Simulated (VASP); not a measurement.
# TiO2 (I4_1/amd) in VASP: settings compared

TiO2 is run at these levels: RPBE, PBE; tasks: single point, relaxation of the atoms.

Everything below comes from runs of VASP 6.6.1. Logs are shortened: lines on timing, memory, paths and dates and some standing lists are left out, and cuts for length are marked.

### 1 The cell of the first run

Symmetry: I4_1/amd, No. 141, tetragonal system. The conventional cell has a = 3.809 Å, b = 3.809 Å, c = 9.578 Å, α = 90.00°, β = 90.00°, γ = 90.00°. Within 2.6 Å of Ti (site symmetry -4m2) lie 6 O at 1.95 to 1.99 Å. O (site symmetry 2mm) has 3 Ti at 1.95 to 1.99 Å and 2 O at 2.48 Å within 2.6 Å.

### 2 Single point, RPBE

INCAR reads:

```
ALGO     = Normal         # electronic algorithm
EDIFF    = 1E-7           # SCF threshold, eV
ENCUT    = 520            # plane-wave cutoff, eV
GGA      = RP             # functional
ISIF     = 2              # what is computed and relaxed
ISMEAR   = -1             # smearing method
LASPH    = T              # aspherical terms in the spheres
LCHARG   = T              # write CHGCAR
LELF     = T              # ELF
LREAL    = F              # projectors in reciprocal space
LVHAR    = T            
LWAVE    = F              # write WAVECAR
NBANDS   = 33             # bands
NELM     = 60             # most SCF steps
PREC     = Accurate       # precision mode
SIGMA    = 0.05           # smearing width, eV
```

KPOINTS reads:

```
k-points
0
Gamma
  10 10 10
```

POSCAR reads:

```
TiO2
1.0
   -1.9046308288      1.9046308288      4.7888062162
    1.9046308288     -1.9046308288      4.7888062162
    1.9046308288      1.9046308288     -4.7888062162
Ti O
2 4
Direct
    0.7500000000      0.2500000000      0.5000000000
    0.0000000000      0.0000000000      0.0000000000
    0.7919000000      0.7919000000      0.0000000000
    0.5419000000      0.0419000000      0.5000000000
    0.9581000000      0.4581000000      0.5000000000
    0.2081000000      0.2081000000      0.0000000000
```

Potentials or basis: VASP PAW PBE potentials, release 64 (Ti_sv, O).

On the command line:

```console
$ cat potpaw_PBE.64/Ti_sv/POTCAR potpaw_PBE.64/O/POTCAR > POTCAR
$ mpirun -np 1 vasp_std > vasp.out
```

OUTCAR:

```text
EDIFF = 1E-7
   ENCUT = 520
   GGA = RP
   ISIF = 2
   ISMEAR = -1
   LASPH = T
   LREAL = F
   NELM = 60
   PREC = Accurate

 ion  position               nearest neighbor table
   1  0.750  0.250  0.500-   3 1.95   6 1.95   3 1.95   6 1.95   5 1.99   4 1.99
   2  0.000  0.000  0.000-   4 1.95   5 1.95   4 1.95   5 1.95   3 1.99   6 1.99
   3  0.792  0.792  0.000-   1 1.95   1 1.95   2 1.99
   4  0.542  0.042  0.500-   2 1.95   2 1.95   1 1.99
   5  0.958  0.458  0.500-   2 1.95   2 1.95   1 1.99
   6  0.208  0.208  0.000-   1 1.95   1 1.95   2 1.99

  LATTYP: Found a body centered tetragonal cell.
 ALAT       =     3.8092616576
 C/A-ratio  =     2.5142962845

  Lattice vectors:

 A1 = (  -1.9046308288,   1.9046308288,   4.7888062162)
 A2 = (   1.9046308288,  -1.9046308288,   4.7888062162)
 A3 = (   1.9046308288,   1.9046308288,  -4.7888062162)

Analysis of symmetry for initial positions (statically):
=====================================================================
 Subroutine PRICEL returns:
 Original cell was already a primitive cell.

 Routine SETGRP: Setting up the symmetry group for a
 body centered tetragonal supercell.

 Subroutine GETGRP returns: Found 16 space group operations
 (whereof  8 operations were pure point group operations)
 out of a pool of 16 trial point group operations.

The static configuration has the point symmetry D_2d.
 The point group associated with its full space group is D_4h.

Analysis of symmetry for dynamics (positions and initial velocities):
=====================================================================
 Subroutine PRICEL returns:
 Original cell was already a primitive cell.

 Routine SETGRP: Setting up the symmetry group for a
 body centered tetragonal supercell.

 Subroutine GETGRP returns: Found 16 space group operations
 (whereof  8 operations were pure point group operations)
 out of a pool of 16 trial point group operations.

The dynamic configuration has the point symmetry D_2d.
 The point group associated with its full space group is D_4h.

 Subroutine INISYM returns: Found 16 space group operations
 (whereof  8 operations are pure point group operations),
 and found     1 'primitive' translations

----------------------------------------------------------------------------------------

                                     Primitive cell
[... 99 lines left out ...]
   EDIFF  = 0.1E-06   stopping-criterion for ELM
   LREAL  =      F    real-space projection
   EDIFFG = 0.1E-05   stopping-criterion for IOM
   NSW    =      0    number of steps for IOM
   IBRION =     -1    ionic relax: 0-MD 1-quasi-New 2-CG
   NFREE  =      0    steps in history (QN), initial steepest desc. (CG)
   ISIF   =      2    stress and relaxation
   ISYM   =      2    0-nonsym 1-usesym 2-fastsym
   POTIM  = 0.5000    time-step for ionic-motion
   TEBEG  =    0.0;   TEEND  =   0.0 temperature during run
   PSTRESS=    0.0 pullay stress
   NELECT =      48.0000    total number of electrons
   NUPDOWN=      -1.0000    fix difference up-down
   EMIN   =  10.00;   EMAX   =-10.00  energy-range for DOS
   EFERMI =   0.00;   METHOD = LEGACY
   ISMEAR =    -1;   SIGMA  =   0.05  broadening in eV -4-tet -1-fermi 0-gaus
   EFERMI_NEDOS =   21; number of points for ismear=-14 and -15
   IALGO  =     38    algorithm
   IMIX   =      4    mixing-type and parameters
     AMIX     =   0.40;   BMIX     =  1.00
     AMIX_MAG =   1.60;   BMIX_MAG =  1.00
  volume/ion in A,a.u.               =      11.58        78.15
  Fermi-wavevector in a.u.,A,eV,Ry     =   1.447168  2.734751 28.494617  2.094295
  Thomas-Fermi vector in A             =   2.565154
   LORBIT       =      0    0 simple, 1 ext, 2 COOP (PROOUT), +10 PAW based schemes
   GGA     = RP    functional components
   LHFCALC =     F    Hartree Fock is set to
   AEXX    =    0.0000 exact exchange contribution
   IVDW    =     0    specifies the selected vdW correction
   LEPSILON=     F    determine dielectric tensor
   LRPA    =     F    only Hartree local field effects (RPA)
 non-spin polarized calculation
  energy-cutoff  :      520.00
  volume of cell :       69.49
 maximum number of plane-waves:      1885
 NGX is ok and might be reduce to    42
   NGX = 21   NGY = 21   NGZ = 21

 number of electron      47.9999992 magnetization

 Free energy of the ion-electron system (eV)
  ---------------------------------------------------
  ext. energy  EPLUGINS =         0.00000000
  ---------------------------------------------------
  free energy    TOTEN  =       -51.44114139 eV

  energy without entropy =      -51.44114139  energy(sigma->0) =      -51.44114139

 E-fermi :   4.5218     XC(G=0): -10.3260

 val. band max:        3.3694168959   @ k =  -0.4000   0.4000   0.0000
 cond. band min:       5.4817453146   @ k =   0.0000   0.0000   0.0000
 fundamental gap:      2.1123284187
 Fermi energy:         4.5217534961

 k-point     1 :       0.0000    0.0000    0.0000
  band No.  band energies     occupation
      1     -53.2436      2.00000
      2     -53.1893      2.00000
      3     -29.6037      2.00000
      4     -29.3839      2.00000
      5     -29.3839      2.00000
      6     -29.3181      2.00000
[... 853 lines left out ...]
     32       9.7363      0.00000
     33      10.5666      0.00000

 [... further k-points ...]

------------------------ aborting loop because EDIFF is reached ----------------------------------------

  FORCE on cell =-STRESS in cart. coord.  units (eV):
  Direction    XX          YY          ZZ          XY          YZ          ZX
  --------------------------------------------------------------------------------------
  -------------------------------------------------------------------------------------
  Total        2.3988873      2.3988873      2.9059797      0.0000000      0.0000000      0.0000000
  in kB       55.3110063     55.3110063     67.0030047      0.0000000      0.0000000      0.0000000
  external PRESSURE =      59.2083391 kB  Pullay stress =       0.0000000 kB

 VOLUME and BASIS-vectors are now :
 -----------------------------------------------------------------------------
  energy-cutoff  :      520.00
  volume of cell :       69.49
      direct lattice vectors                 reciprocal lattice vectors
    -1.904630829  1.904630829  4.788806216     0.000000000  0.262518065  0.104410155
     1.904630829 -1.904630829  4.788806216     0.262518065  0.000000000  0.104410155
     1.904630829  1.904630829 -4.788806216     0.262518065  0.262518065  0.000000000

 POSITION                                       TOTAL-FORCE (eV/Angst)
 -----------------------------------------------------------------------------------
      0.00000      1.90463      2.39440        -0.000000     -0.000000      0.000000
      0.00000      0.00000      0.00000        -0.000000     -0.000000      0.000000
      0.00000      0.00000      7.58451         0.000000      0.000000     -0.072887
      0.00000      1.90463      0.40130        -0.000000     -0.000000     -0.072887
      0.00000      1.90463      4.38750         0.000000      0.000000      0.072887
      0.00000      0.00000      1.99310         0.000000      0.000000      0.072887
 -----------------------------------------------------------------------------------
    total drift:                                0.000000      0.000000      0.000000

  FREE ENERGIE OF THE ION-ELECTRON SYSTEM (eV)
  ---------------------------------------------------
  free  energy   TOTEN  =       -51.4411413904 eV

  energy  without entropy=      -51.4411413903  energy(sigma->0) =      -51.44114139
```

OSZICAR:

```text
N       E                     dE             d eps       ncg     rms          rms(c)
DAV:   1     0.661248875188E+03    0.66125E+03   -0.24242E+04  6732   0.169E+03
DAV:   2     0.304620563470E+02   -0.63079E+03   -0.58666E+03  7482   0.504E+02
DAV:   3    -0.638132744026E+02   -0.94275E+02   -0.92392E+02  9099   0.188E+02
DAV:   4    -0.685561676866E+02   -0.47429E+01   -0.47335E+01 10232   0.408E+01
DAV:   5    -0.687411957287E+02   -0.18503E+00   -0.18500E+00  8619   0.627E+00    0.314E+01
DAV:   6    -0.514906804173E+02    0.17251E+02   -0.78233E+01  9398   0.880E+01    0.110E+01
DAV:   7    -0.516237116187E+02   -0.13303E+00   -0.14880E+01  9021   0.326E+01    0.907E+00
DAV:   8    -0.514863389073E+02    0.13737E+00   -0.51218E-01  8903   0.599E+00    0.659E+00
DAV:   9    -0.515203439873E+02   -0.34005E-01   -0.10048E+00  9197   0.114E+01    0.270E+00
DAV:  10    -0.514520870427E+02    0.68257E-01   -0.47106E-01  9192   0.682E+00    0.912E-01
DAV:  11    -0.514419262109E+02    0.10161E-01   -0.43391E-02  8794   0.152E+00    0.492E-01
DAV:  12    -0.514415631859E+02    0.36302E-03   -0.86681E-03  8015   0.106E+00    0.184E-01
DAV:  13    -0.514411157174E+02    0.44747E-03   -0.16138E-03  9204   0.408E-01    0.247E-02
DAV:  14    -0.514411316580E+02   -0.15941E-04   -0.20556E-04  8485   0.123E-01    0.128E-02
DAV:  15    -0.514411423028E+02   -0.10645E-04   -0.49059E-05  8335   0.449E-02    0.111E-02
DAV:  16    -0.514411416448E+02    0.65807E-06   -0.66775E-06  8099   0.157E-02    0.420E-03
DAV:  17    -0.514411414036E+02    0.24115E-06   -0.10733E-06  9375   0.951E-03    0.992E-04
DAV:  18    -0.514411413904E+02    0.13244E-07   -0.91716E-08  5090   0.244E-03
   1 F= -.51441141E+02 E0= -.51441141E+02  d E =-.407189E-10
```

It took 15 min on 1 thread of AMD EPYC 7R13, shared host; peak memory 0.38 GiB.

What came out:

| Item | Value |
| --- | --- |
| Free energy | -51.4411 eV |
| Pressure | 5.9 GPa |
| Largest force | 0.073 eV/Å |
| Band gap on the k mesh | 2.11 eV (least direct gap 2.44 eV) |

Forces on the atoms (eV/Å):
```
Ti   0.000  0.000  0.000
Ti   0.000  0.000  0.000
O    0.000  0.000 -0.073
O    0.000  0.000 -0.073
O    0.000  0.000  0.073
O    0.000  0.000  0.073
```

Stress tensor (GPa, compression positive):
```
5.53 0.00 0.00
0.00 5.53 0.00
0.00 0.00 6.70
```

Caveat: the cell stands under pressure; the PAW data sets were made with another functional, which shifts forces and pressure a little.

### 3 Relaxation of the atoms, PBE

This run uses another cell than the first one, of 10.90 Å³/atom.

INCAR reads:

```
PREC = Accurate
ENCUT = 520
EDIFF = 1E-6
ISMEAR = -1
SIGMA = 0.05
LREAL = False
LASPH = True
NELM = 100
ALGO = Normal
ISIF = 2
LWAVE = False
LCHARG = False
GGA = PE
IBRION = 2
NSW = 60
EDIFFG = -0.01
```

KPOINTS reads:

```
Automatic mesh
0
Gamma
  8 8 8
```

Changes to POSCAR since step 2:

```diff
@@ -2,5 +2,5 @@
 1.0
-   -1.9046308288      1.9046308288      4.7888062162
-    1.9046308288     -1.9046308288      4.7888062162
-    1.9046308288      1.9046308288     -4.7888062162
+   -1.8921000000      1.8921000000      4.5670080000
+    1.8921000000     -1.8921000000      4.5670080000
+    1.8921000000      1.8921000000     -4.5670080000
 Ti O
```

Potentials or basis: VASP PAW PBE potentials, release 64 (Ti_sv, O).

On the command line:

```console
$ cat potpaw_PBE.64/Ti_sv/POTCAR potpaw_PBE.64/O/POTCAR > POTCAR
$ mpirun -np 1 vasp_std > vasp.out
```

Wall time 4.1 min (1 thread of Intel Xeon Platinum 8488C (Sapphire Rapids), shared host); peak memory 0.29 GiB.

Results (log left out):

| Property | Result |
| --- | --- |
| Free energy | -53.6643 eV |
| Energy gained by relaxing | 20.9 meV/atom |
| Ionic steps | 3 |
| Pressure after relaxing | 12.4 GPa |
| Band gap on the k mesh | 1.96 eV (least direct gap 2.44 eV) |

Stress tensor (GPa, compression positive):
```
11.93  0.00  0.00
 0.00 11.93  0.00
 0.00  0.00 13.48
```

Step by step:
```
step  energy change (eV)  largest force (eV/Å)  pressure (GPa)
   1              0.0000                1.1242           17.25
   2             -0.1249                0.0756           12.77
   3             -0.1256                0.0003           12.45
```

Final structure:
```
Ti O
1.0
    -1.89210    1.89210    4.56701
     1.89210   -1.89210    4.56701
     1.89210    1.89210   -4.56701
Ti O
2 4
Direct
  0.75000 0.25000 0.50000
  0.00000 0.00000 0.00000
  0.78546 0.78546 0.00000
  0.53546 0.03546 0.50000
  0.96454 0.46454 0.50000
  0.21454 0.21454 0.00000
```

Levels at points of the mesh, in eV from the valence-band top:
| k point | band 22 | band 23 | band 24 | band 25 | band 26 | band 27 |
| --- | --- | --- | --- | --- | --- | --- |
| (0.00, 0.00, 0.00) | -0.73 | -0.62 | -0.62 | 1.96 | 2.87 | 3.70 |
| (0.50, 0.00, 0.00) | -1.10 | -0.95 | -0.66 | 3.21 | 3.35 | 3.63 |
| (0.50, 0.50, 0.00) | -2.30 | 0.00 | 0.00 | 3.52 | 3.52 | 3.96 |
| (0.50, 0.50, 0.50) | -1.39 | -0.27 | -0.27 | 2.40 | 2.40 | 3.77 |
